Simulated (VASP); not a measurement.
# HC4 in VASP: further runs, part 2 of 2

VASP 6.6.1.

### 4 Single point, PBE+D3(BJ)

File INCAR:

```
SYSTEM = HC4
PREC = Accurate
ENCUT = 520
EDIFF = 1E-6
ISMEAR = 0
SIGMA = 0.1
LREAL = .FALSE.
LASPH = .TRUE.
NELM = 120
ALGO = Normal
ISIF = 2
LWAVE = .FALSE.
LCHARG = .FALSE.
LDIPOL = .TRUE.
IDIPOL = 3
DIPOL = 0.5 0.5 0.238
GGA = PE
IVDW = 12
NBANDS = 28
GGA_COMPAT = .FALSE.
NELMDL = -8
```

File KPOINTS:

```
regular mesh
0
G
  6 6 1
  0 0 0
```

File POSCAR:

```
HC4
1.0
    4.9314379192      0.0000000000      0.0000000000
   -2.4657189596      4.2707505152      0.0000000000
    0.0000000000      0.0000000000     18.0000000000
C H
8 2
Direct
    0.1666666667      0.3333333333      0.2222222222
    0.1666666667      0.8333333333      0.2222222222
    0.6666666667      0.3333333333      0.2222222222
    0.6666666667      0.8333333333      0.2222222222
    0.3333333333      0.1666666667      0.2222222222
    0.3333333333      0.6666666667      0.2222222222
    0.8333333333      0.1666666667      0.2222222222
    0.8333333333      0.6666666667      0.2222222222
    0.1128705015      0.3871294985      0.3005555556
    0.2204628318      0.2795371682      0.3005555556
```

Started as:

```sh
cat potpaw_PBE.64/C/POTCAR potpaw_PBE.64/H/POTCAR > POTCAR
mpirun -np 1 vasp_std > vasp.out
```

Wall time 2.6 min (1 thread of Intel Xeon 6975P-C (Granite Rapids), shared host); peak memory 0.56 GiB.

It converged, with:

```
Free energy                : -77.4912 eV
Largest force              : 4.352 eV/Å
Band gap on the k mesh     : 1.06 eV
Dispersion energy per atom : -0.083 eV
```

Forces on the atoms (eV/Å):
```
C   -0.315  0.182 -1.838
C    0.172 -0.008 -0.120
C    0.093 -0.145 -0.120
C   -0.240  0.138 -0.099
C    1.460 -0.843 -1.639
C    0.111  1.709 -1.896
C   -1.425 -0.950 -1.896
C    0.042 -0.024  0.463
H    2.017 -1.164  3.676
H   -1.914  1.105  3.468
```

Levels at points of the mesh, in eV from the valence-band top:
```csv
k point,band 13,band 14,band 15,band 16,band 17,band 18,band 19,band 20,band 21,band 22
"(0.00, 0.00, 0.00)",-2.91,-2.85,-2.30,-2.13,-0.30,1.13,1.75,2.02,4.31,4.70
"(0.50, 0.00, 0.00)",-5.09,-4.71,-3.64,-2.73,-0.23,2.64,2.94,5.05,6.25,6.27
"(0.50, 0.50, 0.00)",-5.02,-4.73,-3.76,-2.55,-0.13,2.72,2.99,4.44,6.25,6.29
```

### 5 Single point, PBE+D3(BJ)

File INCAR:

```
SYSTEM = HC4
  PREC = Accurate
  ENCUT = 520
  EDIFF = 1E-6
  ISMEAR = 0
  SIGMA = 0.1
  LREAL = .False.
  LASPH = .True.
  NELM = 120
  ALGO = Normal
  ISIF = 2
  LWAVE = .False.
  LCHARG = .False.
  LDIPOL = .True.
  IDIPOL = 3
  DIPOL = 0.5 0.5 0.245
  GGA = PE
  IVDW = 12
  NBANDS = 28
  GGA_COMPAT = .False.
  NELMDL = -8
```

File KPOINTS:

```
regular mesh
0
Gamma
  6 6 1
  0 0 0
```

Changes to POSCAR since step 4:

```diff
@@ -16,3 +16,3 @@
     0.8333333333      0.6666666667      0.2222222222
-    0.1128705015      0.3871294985      0.3005555556
-    0.2204628318      0.2795371682      0.3005555556
+    0.1128705015      0.3871294985      0.3361111111
+    0.2204628318      0.2795371682      0.3361111111
```

Potentials or basis: VASP PAW PBE potentials, release 64 (C, H).

Started as:

```sh
cat potpaw_PBE.64/C/POTCAR potpaw_PBE.64/H/POTCAR > POTCAR
mpirun -np 1 vasp_std > vasp.out
```

OUTCAR:

```text
SYSTEM = HC4
   PREC = Accurate
   ENCUT = 520
   EDIFF = 1E-6
   ISMEAR = 0
   LREAL = .False.
   LASPH = .True.
   NELM = 120
   ISIF = 2
   GGA = PE
   IVDW = 12
   NELMDL = -8
 IVDW          = 12

 ion  position               nearest neighbor table
   1  0.167  0.333  0.222-   5 1.42   6 1.42   7 1.42
   2  0.167  0.833  0.222-   6 1.42   5 1.42   8 1.42
   3  0.667  0.333  0.222-   7 1.42   8 1.42   5 1.42
   4  0.667  0.833  0.222-   8 1.42   7 1.42   6 1.42
   5  0.333  0.167  0.222-   1 1.42   2 1.42   3 1.42
   6  0.333  0.667  0.222-   2 1.42   1 1.42   4 1.42
[... 624 lines left out ...]
  external pressure =        1.36 kB  Pullay stress =        0.00 kB

 VOLUME and BASIS-vectors are now :
 -----------------------------------------------------------------------------
  energy-cutoff  :      520.00
  volume of cell :      379.10
      direct lattice vectors                 reciprocal lattice vectors
     4.931437919  0.000000000  0.000000000     0.202780612  0.117075441  0.000000000
    -2.465718960  4.270750515  0.000000000     0.000000000  0.234150882  0.000000000
     0.000000000  0.000000000 18.000000000     0.000000000  0.000000000  0.055555556

 POSITION                                       TOTAL-FORCE (eV/Angst)
 -----------------------------------------------------------------------------------
      0.00000      1.42358      4.00000        -0.032708      0.018884     -1.141099
     -1.23286      3.55896      4.00000         0.047016      0.011271      0.037938
      2.46572      1.42358      4.00000         0.013746     -0.046352      0.037938
      1.23286      3.55896      4.00000        -0.058676      0.033876      0.034700
      1.23286      0.71179      4.00000         0.010000     -0.005773     -0.349932
     -0.00000      2.84717      4.00000         0.026606      0.024362     -0.384851
      3.69858      0.71179      4.00000        -0.007795     -0.035222     -0.384851
      2.46572      2.84717      4.00000        -0.012161      0.007021      0.131932
     -0.39794      1.65333      6.05000         2.953232     -1.705049      1.024544
      0.39794      1.19383      6.05000        -2.939259      1.696982      0.993682
 -----------------------------------------------------------------------------------
    total drift:                                0.000040     -0.000023      0.000487

  FREE ENERGIE OF THE ION-ELECTRON SYSTEM (eV)
  ---------------------------------------------------
  free  energy   TOTEN  =       -80.3964424317 eV

  energy  without entropy=      -80.3917372192  energy(sigma->0) =      -80.39408983

 vacuum level on the upper side and lower side of the slab         2.024         1.614
```

OSZICAR:

```text
N       E                     dE             d eps       ncg     rms          rms(c)
DAV:   1     0.284195430836E+03    0.28420E+03   -0.12480E+04   736   0.908E+02
DAV:   2    -0.401697182915E+02   -0.32437E+03   -0.30700E+03  1160   0.217E+02
DAV:   3    -0.835310562744E+02   -0.43361E+02   -0.43120E+02   888   0.893E+01
DAV:   4    -0.847307948649E+02   -0.11997E+01   -0.11950E+01   944   0.187E+01
[... 15 lines left out ...]
DAV:  20    -0.795186949299E+02   -0.13204E-03   -0.11996E-05   676   0.958E-03    0.194E-03
DAV:  21    -0.795187294034E+02   -0.34473E-04   -0.10240E-06   668   0.365E-03    0.751E-04
DAV:  22    -0.795187452910E+02   -0.15888E-04   -0.35920E-07   544   0.209E-03    0.351E-04
DAV:  23    -0.795187519996E+02   -0.67085E-05   -0.21563E-07   548   0.130E-03    0.201E-04
DAV:  24    -0.795187527101E+02   -0.71053E-06   -0.15336E-08   596   0.459E-04
   1 F= -.80396442E+02 E0= -.80394090E+02  d E =-.470521E-02
```

Run time: 2.5 min. Hardware: 1 thread of Intel Xeon 6975P-C (Granite Rapids), shared host; peak memory 0.55 GiB.

Results:

| Quantity | Value |
| --- | --- |
| Free energy | -80.3964 eV |
| Largest force | 3.561 eV/Å |
| Band gap on the k mesh | 0.11 eV |
| Dispersion energy per atom | -0.088 eV |

Forces in eV/Å, atoms in the order of the input:
```
C   -0.033  0.019 -1.141
C    0.047  0.011  0.038
C    0.014 -0.046  0.038
C   -0.059  0.034  0.035
C    0.010 -0.006 -0.350
C    0.027  0.024 -0.385
C   -0.008 -0.035 -0.385
C   -0.012  0.007  0.132
H    2.953 -1.705  1.025
H   -2.939  1.697  0.994
```

Levels at points of the mesh, in eV from the valence-band top:
```tsv
k point	band 15	band 16	band 17	band 18	band 19	band 20
(0.00, 0.00, 0.00)	-2.35	-2.32	-1.94	1.46	1.67	1.73
(0.50, 0.00, 0.00)	-4.20	-2.75	-2.28	2.76	2.84	4.35
(0.50, 0.50, 0.00)	-4.28	-2.71	-2.21	2.77	2.85	3.71
```

### 6 The runs side by side

| cell | gap on the mesh (eV) | largest force (eV/Å) |
| --- | --- | --- |
| as given, atomic positions A | 0.46 | 5.90 |
| as given, atomic positions B | 0.27 | 2.30 |
| as given, atomic positions C | 1.06 | 4.35 |
| as given, atomic positions D | 0.11 | 3.56 |

Alike in all rows: task single point; level PBE+D3(BJ); potentials or basis VASP PAW PBE potentials, release 64 (C, H); no spin polarisation; k mesh 6 × 6 × 1; cutoff (eV) 520; smearing gaussian 0.1 eV.

Absolute energies hang on the potentials; compare differences alone.
